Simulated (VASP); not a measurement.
CaS: single point with LDA

The system is CaS.

```
CELL_PARAMETERS angstrom
0.00000 2.78253 2.78253
2.78253 0.00000 2.78253
2.78253 2.78253 0.00000
ATOMIC_POSITIONS crystal
Ca 0.00000 0.00000 0.00000
S 0.50000 0.50000 0.50000
```

```yaml
Program: VASP 6.6.1
Task: single point
Functional: LDA
Potentials_or_basis: VASP PAW LDA potentials, release 64 (Ca_sv, S)
Cutoff: 500 eV
k_mesh: 8 × 8 × 8
Occupations: fermi-dirac, width 0.02 eV
Spin: no spin polarisation
```

```yaml
Pressure: 0.2 GPa
Band_gap_on_the_k_mesh: 1.96 eV (least direct gap 2.83 eV)
```

Levels at points of the mesh, in eV from the valence-band top:
| k point | band 4 | band 5 | band 6 | band 7 | band 8 | band 9 | band 10 | band 11 | band 12 | band 13 |
| --- | --- | --- | --- | --- | --- | --- | --- | --- | --- | --- |
| (0.00, 0.00, 0.00) | -19.80 | -11.53 | 0.00 | 0.00 | 0.00 | 3.93 | 3.93 | 3.93 | 4.33 | 4.64 |
| (0.50, 0.00, 0.00) | -19.82 | -10.53 | -3.43 | -1.35 | -1.35 | 5.16 | 6.11 | 6.22 | 6.22 | 8.50 |
| (0.50, 0.50, 0.00) | -19.87 | -10.82 | -2.46 | -0.87 | -0.87 | 1.96 | 5.59 | 6.12 | 6.89 | 6.89 |

It took 17 s on 1 thread of Intel(R) Xeon(R) Platinum 8488C (Sapphire Rapids), with other jobs on the host, peak memory 0.15 GiB.

A k mesh can miss the band edges.
